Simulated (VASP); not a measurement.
CoO, 2 atoms in the cell. Symmetry: R-3m, No. 166, trigonal system. Conventional cell: a = 3.011 Å, b = 3.011 Å, c = 7.320 Å, α = 90.00°, β = 90.00°, γ = 120.00°. Co (site symmetry -3m) has 6 O at 2.12 Å within 2.8 Å. Within 2.8 Å of O (site symmetry -3m) lie 6 Co at 2.12 Å. 

| Quantity | Value |
| --- | --- |
| Program | VASP 6.6.1 |
| Task | single point |
| Functional | RPBE |
| Potentials or basis | VASP PAW PBE potentials, release 64 (Co, O) |
| Cutoff | 520 eV |
| k mesh | 11 × 11 × 11 |
| Occupations | gaussian, width 0.02 eV |
| Spin | collinear spin, ferromagnetic start |
| Starting moments | [2.0, 0.0] μB |
| Hubbard terms | Co d U = 3.0 eV |
| Dipole correction | no |
| Further INCAR settings | ALGO = Normal; EDIFF = 1e-06; NBANDS = 18 |

Potentials or basis: VASP PAW PBE potentials, release 64 (Co, O).

The run is started by

```console
$ cat potpaw_PBE.64/Co/POTCAR potpaw_PBE.64/O/POTCAR > POTCAR
$ mpirun -np 1 vasp_std > vasp.out
```

Hardware: 1 thread of Intel Xeon 8259CL (shared host).

How long does it take, and how much memory?

Wall time 3.2 min on 1 thread of Intel Xeon 8259CL, on a shared host, peak memory 0.21 GiB. Counts: scf iterations 19, k points 146.
